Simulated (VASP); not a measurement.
# TaN (P6_3/mmc) in VASP: a series of runs

TaN is run at these levels: PBEsol; tasks: single point.

Program: VASP 6.6.1. These are calculated values, not measurements. Logs are shortened: lines on timing, memory, paths and dates and some standing lists are left out, and cuts for length are marked.

## Step 1: The cell of the first run

Symmetry: P6_3/mmc, No. 194, hexagonal system. Conventional cell: a = 2.889 Å, b = 2.889 Å, c = 5.860 Å, α = 90.00°, β = 90.00°, γ = 120.00°. Within 2.9 Å of Ta (site symmetry -3m) lie 6 N at 2.22 Å and 6 Ta at 2.89 Å. N (site symmetry -6m2) has 6 Ta at 2.22 Å and 6 N at 2.89 Å within 2.9 Å.

## Step 2: Single point, PBEsol

INCAR reads:

```
  PREC = Accurate
  ENCUT = 520
  EDIFF = 1E-7
  ISMEAR = 0
  SIGMA = 0.15
  LREAL = False
  LASPH = True
  NELM = 100
  ALGO = Normal
  ISIF = 2
  LWAVE = False
  LCHARG = True
  GGA = PS
  LELF = True
  LVHAR = True
  NBANDS = 24
```

KPOINTS reads:

```
regular mesh
0
Gamma
  15 15 8
```

POSCAR reads:

```
TaN
1.0
    2.8891806446      0.0000000000      0.0000000000
   -1.4445903223      2.5021038344      0.0000000000
    0.0000000000      0.0000000000      5.8600190937
Ta N
2 2
Direct
    0.0000000000      0.0000000000      0.0000000000
    0.0000000000      0.0000000000      0.5000000000
    0.3333333333      0.6666666667      0.2500000000
    0.6666666667      0.3333333333      0.7500000000
```

Potentials or basis: VASP PAW PBE potentials, release 64 (Ta_pv, N).

On the command line:

```sh
$ cat potpaw_PBE.64/Ta_pv/POTCAR potpaw_PBE.64/N/POTCAR > POTCAR
$ mpirun -np 1 vasp_std > vasp.out
```

OUTCAR:

```text
PREC = Accurate
   ENCUT = 520
   EDIFF = 1E-7
   ISMEAR = 0
   LREAL = False
   LASPH = True
   NELM = 100
   ISIF = 2
   GGA = PS

 ion  position               nearest neighbor table
   1  0.000  0.000  0.000-   3 2.22   4 2.22   4 2.22   3 2.22   4 2.22   3 2.22   2 2.93   2 2.93

   2  0.000  0.000  0.500-   3 2.22   4 2.22   4 2.22   3 2.22   4 2.22   3 2.22   1 2.93   1 2.93

   3  0.333  0.667  0.250-   1 2.22   2 2.22   1 2.22   2 2.22   1 2.22   2 2.22
   4  0.667  0.333  0.750-   1 2.22   2 2.22   1 2.22   2 2.22   1 2.22   2 2.22

  LATTYP: Found a hexagonal cell.
 ALAT       =     2.8891806446
 C/A-ratio  =     2.0282633087

  Lattice vectors:

 A1 = (   2.8891806446,   0.0000000000,   0.0000000000)
 A2 = (  -1.4445903223,   2.5021038344,   0.0000000000)
 A3 = (   0.0000000000,   0.0000000000,   5.8600190937)

Analysis of symmetry for initial positions (statically):
=====================================================================
 Subroutine PRICEL returns:
 Original cell was already a primitive cell.

 Routine SETGRP: Setting up the symmetry group for a
 hexagonal supercell.

 Subroutine GETGRP returns: Found 24 space group operations
 (whereof 12 operations were pure point group operations)
 out of a pool of 24 trial point group operations.

The static configuration has the point symmetry D_3d.
 The point group associated with its full space group is D_6h.

Analysis of symmetry for dynamics (positions and initial velocities):
=====================================================================
 Subroutine PRICEL returns:
 Original cell was already a primitive cell.

 Routine SETGRP: Setting up the symmetry group for a
 hexagonal supercell.

 Subroutine GETGRP returns: Found 24 space group operations
 (whereof 12 operations were pure point group operations)
 out of a pool of 24 trial point group operations.

The dynamic configuration has the point symmetry D_3d.
 The point group associated with its full space group is D_6h.

 Subroutine INISYM returns: Found 24 space group operations
 (whereof 12 operations are pure point group operations),
 and found     1 'primitive' translations

----------------------------------------------------------------------------------------

                                     Primitive cell

  volume of cell :      42.3623

  direct lattice vectors                    reciprocal lattice vectors
     2.889180645  0.000000000  0.000000000     0.346118891  0.199831835  0.000000000
    -1.444590322  2.502103834  0.000000000     0.000000000  0.399663670  0.000000000
     0.000000000  0.000000000  5.860019094     0.000000000  0.000000000  0.170647908

  length of vectors
     2.889180645  2.889180645  5.860019094     0.399663670  0.399663670  0.170647908

  position of ions in fractional coordinates (direct lattice)
     0.000000000  0.000000000  0.000000000
     0.000000000  0.000000000  0.500000000
     0.333333333  0.666666667  0.250000000
     0.666666667  0.333333333  0.750000000

  ion indices of the primitive-cell ions
   primitive index   ion index
                 1           1
                 2           2
                 3           3
                 4           4

----------------------------------------------------------------------------------------

 KPOINTS: regular mesh

Automatic generation of k-mesh.
 Grid dimensions read from file:
 generate k-points for:   15   15    8

 Generating k-lattice:

  Cartesian coordinates                     Fractional coordinates (reciprocal lattice)
     0.023074593  0.013322122  0.000000000     0.066666667  0.000000000  0.000000000
     0.000000000  0.026644245  0.000000000     0.000000000  0.066666667  0.000000000
     0.000000000  0.000000000  0.021330989     0.000000000  0.000000000  0.125000000

  Length of vectors
     0.026644245  0.026644245  0.021330989

  Shift w.r.t. Gamma in fractional coordinates (k-lattice)
     0.000000000  0.000000000  0.000000000

 Subroutine IBZKPT returns following result:
 ===========================================

 Found    135 irreducible k-points:

 Following reciprocal coordinates:
            Coordinates               Weight
  0.000000  0.000000  0.000000      1.000000
  0.066667 -0.000000  0.000000      6.000000
  0.133333  0.000000  0.000000      6.000000
  0.200000  0.000000  0.000000      6.000000
  0.266667  0.000000  0.000000      6.000000
  0.333333 -0.000000  0.000000      6.000000
[... 16 lines left out ...]
  0.333333  0.200000  0.000000     12.000000
  0.400000  0.200000  0.000000      6.000000
 [... further k-points ...]
   k-points           NKPTS =    135   k-points in BZ     NKDIM =    135   number of bands    NBANDS=     24
   number of dos      NEDOS =    301   number of ions     NIONS =      4
   total plane-waves  NPLWV =  27648
   dimension x,y,z NGX =    24 NGY =   24 NGZ =   48
   dimension x,y,z NGXF=    48 NGYF=   48 NGZF=   96
   ions per type =               2   2
   NGX,Y,Z   is equivalent  to a cutoff of  13.81, 13.81, 13.62 a.u.
   NGXF,Y,Z  is equivalent  to a cutoff of  27.62, 27.62, 27.23 a.u.
 SYSTEM =  unknown system
   PREC   = accura    normal or accurate (medium, high low for compatibility)
   ISTART =      0    job   : 0-new  1-cont  2-samecut
   ICHARG =      2    charge: 1-file 2-atom 10-const
   ISPIN  =      1    spin polarized calculation?
   LNONCOLLINEAR =      F non collinear calculations
   LSORBIT =      F    spin-orbit coupling
   LASPH  =      T    aspherical Exc in radial PAW
   ENCUT  =  520.0 eV  38.22 Ry    6.18 a.u.   5.37  5.37 10.90*2*pi/ulx,y,z
   NELM   =    100;   NELMIN=  2; NELMDL= -5     # of ELM steps
   EDIFF  = 0.1E-06   stopping-criterion for ELM
   LREAL  =      F    real-space projection
   EDIFFG = 0.1E-05   stopping-criterion for IOM
   NSW    =      0    number of steps for IOM
   IBRION =     -1    ionic relax: 0-MD 1-quasi-New 2-CG
   NFREE  =      0    steps in history (QN), initial steepest desc. (CG)
   ISIF   =      2    stress and relaxation
   ISYM   =      2    0-nonsym 1-usesym 2-fastsym
   POTIM  = 0.5000    time-step for ionic-motion
   TEBEG  =    0.0;   TEEND  =   0.0 temperature during run
   PSTRESS=    0.0 pullay stress
   NELECT =      32.0000    total number of electrons
   NUPDOWN=      -1.0000    fix difference up-down
   EMIN   =  10.00;   EMAX   =-10.00  energy-range for DOS
   EFERMI =   0.00;   METHOD = LEGACY
   ISMEAR =     0;   SIGMA  =   0.15  broadening in eV -4-tet -1-fermi 0-gaus
   EFERMI_NEDOS =   21; number of points for ismear=-14 and -15
   IALGO  =     38    algorithm
   IMIX   =      4    mixing-type and parameters
     AMIX     =   0.40;   BMIX     =  1.00
     AMIX_MAG =   1.60;   BMIX_MAG =  1.00
  volume/ion in A,a.u.               =      10.59        71.47
  Fermi-wavevector in a.u.,A,eV,Ry     =   1.490957  2.817500 30.245111  2.222953
  Thomas-Fermi vector in A             =   2.603673
   LORBIT       =      0    0 simple, 1 ext, 2 COOP (PROOUT), +10 PAW based schemes
   GGA     = PS    functional components
   LHFCALC =     F    Hartree Fock is set to
   AEXX    =    0.0000 exact exchange contribution
   IVDW    =     0    specifies the selected vdW correction
   LEPSILON=     F    determine dielectric tensor
   LRPA    =     F    only Hartree local field effects (RPA)
 non-spin polarized calculation
 Gauss-broadening in eV      SIGMA  =   0.15
  energy-cutoff  :      520.00
  volume of cell :       42.36
 maximum number of plane-waves:      1174
 NGX is ok and might be reduce to    24
   NGX = 11   NGY = 11   NGZ = 21

 number of electron      31.9999997 magnetization

 Free energy of the ion-electron system (eV)
  ---------------------------------------------------
  ext. energy  EPLUGINS =         0.00000000
  ---------------------------------------------------
  free energy    TOTEN  =       -46.77479777 eV

  energy without entropy =      -46.76367967  energy(sigma->0) =      -46.76923872

 E-fermi :   8.2836     XC(G=0): -13.6016

 val. band max:        8.2481040989   @ k =   0.0667   0.0667   0.1250
 cond. band min:       8.2908835274   @ k =   0.2667   0.2667   0.1250
 fundamental gap:      0.0427794285
 Fermi energy:         8.2835980192

 k-point     1 :       0.0000    0.0000    0.0000
  band No.  band energies     occupation
      1     -27.2769      2.00000
      2     -26.4381      2.00000
      3     -26.1593      2.00000
      4     -26.1593      2.00000
      5     -26.0909      2.00000
      6     -26.0909      2.00000
[... 16 lines left out ...]
     23      12.3766      0.00000
     24      14.4715      0.00000

 k-point     2 :       0.0667   -0.0000    0.0000
  band No.  band energies     occupation
      1     -27.2641      2.00000
      2     -26.4306      2.00000
      3     -26.2165      2.00000
      4     -26.1714      2.00000
      5     -26.1431      2.00000
      6     -26.1022      2.00000
[... 16 lines left out ...]
     23      12.4236      0.00000
     24      14.2705      0.00000

 k-point     3 :       0.1333    0.0000    0.0000
  band No.  band energies     occupation
      1     -27.2276      2.00000
      2     -26.4093      2.00000
      3     -26.3751      2.00000
      4     -26.2884      2.00000
      5     -26.2054      2.00000
      6     -26.1341      2.00000
[... 16 lines left out ...]
     23      12.7668      0.00000
     24      14.0694      0.00000
[... 514 lines left out ...]
 k-point    23 :       0.3333    0.2000    0.0000
  band No.  band energies     occupation
      1     -27.2007      2.00000
      2     -27.0563      2.00000
      3     -26.9576      2.00000
      4     -26.6790      2.00000
      5     -26.5745      2.00000
      6     -26.2535      2.00000
[... 16 lines left out ...]
     23      14.9264      0.00000
     24      15.9602      0.00000

 k-point    24 :       0.4000    0.2000    0.0000
  band No.  band energies     occupation
      1     -27.2228      2.00000
      2     -27.0771      2.00000
      3     -26.9462      2.00000
      4     -26.7071      2.00000
      5     -26.6003      2.00000
      6     -26.2473      2.00000
[... 16 lines left out ...]
     23      15.0817      0.00000
     24      16.1493      0.00000

 [... further k-points ...]

------------------------ aborting loop because EDIFF is reached ----------------------------------------

  FORCE on cell =-STRESS in cart. coord.  units (eV):
  Direction    XX          YY          ZZ          XY          YZ          ZX
  --------------------------------------------------------------------------------------
  -------------------------------------------------------------------------------------
  Total        0.2919937      0.2919937      0.2614159      0.0000000      0.0000000      0.0000000
  in kB       11.0434574     11.0434574      9.8869779      0.0000000      0.0000000      0.0000000
  external PRESSURE =      10.6579643 kB  Pullay stress =       0.0000000 kB

 VOLUME and BASIS-vectors are now :
 -----------------------------------------------------------------------------
  energy-cutoff  :      520.00
  volume of cell :       42.36
      direct lattice vectors                 reciprocal lattice vectors
     2.889180645  0.000000000  0.000000000     0.346118891  0.199831835  0.000000000
    -1.444590322  2.502103834  0.000000000     0.000000000  0.399663670  0.000000000
     0.000000000  0.000000000  5.860019094     0.000000000  0.000000000  0.170647908

 POSITION                                       TOTAL-FORCE (eV/Angst)
 -----------------------------------------------------------------------------------
      0.00000      0.00000      0.00000         0.000000      0.000000      0.000000
      0.00000      0.00000      2.93001         0.000000      0.000000      0.000000
     -0.00000      1.66807      1.46500         0.000000     -0.000000     -0.000000
      1.44459      0.83403      4.39501        -0.000000      0.000000     -0.000000
 -----------------------------------------------------------------------------------
    total drift:                               -0.000000      0.000000      0.000000

  FREE ENERGIE OF THE ION-ELECTRON SYSTEM (eV)
  ---------------------------------------------------
  free  energy   TOTEN  =       -46.7747977656 eV

  energy  without entropy=      -46.7636796695  energy(sigma->0) =      -46.76923872
```

Wall time 56 s (1 thread of Intel Xeon 6975P-C (Granite Rapids), shared host); peak memory 0.25 GiB.

What came out:

```
Free energy            : -46.7748 eV
Pressure               : 1.1 GPa
Band gap on the k mesh : zero (band 16 reaches 8.83 eV, above the bottom of band 17 at 7.85 eV)
```

Stress tensor (GPa, compression positive):
```
1.10 0.00 0.00
0.00 1.10 0.00
0.00 0.00 0.99
```

Levels at points of the mesh, in eV from the Fermi level:
| k point | band 14 | band 15 | band 16 | band 17 | band 18 | band 19 |
| --- | --- | --- | --- | --- | --- | --- |
| (0.00, 0.00, 0.00) | -1.99 | -1.99 | -0.26 | -0.26 | 0.56 | 0.56 |
| (0.00, 0.00, 0.50) | -3.95 | -0.70 | -0.70 | 1.02 | 1.02 | 1.02 |

Caveat: the PAW data sets were made with another functional, which shifts forces and pressure a little; spin-orbit coupling is left out, which moves the levels of the heavy elements.

## Step 3: Single point, PBEsol

INCAR reads:

```
  PREC = Accurate
  ENCUT = 600
  EDIFF = 1E-6
  ISMEAR = 0
  SIGMA = 0.15
  LREAL = False
  LASPH = True
  NELM = 120
  ALGO = Normal
  ISIF = 2
  LWAVE = False
  LCHARG = True
  GGA = PS
  LELF = True
  LVHAR = True
  NBANDS = 26
  GGA_COMPAT = False
```

KPOINTS is that of step 2.

POSCAR is that of step 2.

Potentials or basis: VASP PAW PBE potentials, release 64 (Ta_sv_GW, N).

On the command line:

```sh
$ cat potpaw_PBE.64/Ta_sv_GW/POTCAR potpaw_PBE.64/N/POTCAR > POTCAR
$ mpirun -np 1 vasp_std > vasp.out
```

Run time: 4 min. Hardware: 1 thread of Intel Xeon Platinum 8488C (Sapphire Rapids), shared host; peak memory 0.3 GiB.

Results (log left out):

- Free energy: -51.8500 eV
- Pressure: 0.2 GPa
- Band gap on the k mesh: zero (band 18 reaches 13.11 eV, above the bottom of band 19 at 12.12 eV)

Stress tensor (GPa, compression positive):
```
0.24 0.00 0.00
0.00 0.24 0.00
0.00 0.00 0.13
```

Levels at points of the mesh, in eV from the Fermi level:
```tsv
k point	band 14	band 15	band 16	band 17	band 18	band 19	band 20	band 21	band 22	band 23
(0.00, 0.00, 0.00)	-4.44	-3.53	-2.00	-2.00	-0.26	-0.26	0.56	0.56	2.42	3.42
(0.00, 0.00, 0.50)	-3.95	-3.95	-3.95	-0.70	-0.70	1.02	1.02	1.02	1.02	4.45
```

Caveat: the PAW data sets were made with another functional, which shifts forces and pressure a little; spin-orbit coupling is left out, which moves the levels of the heavy elements.
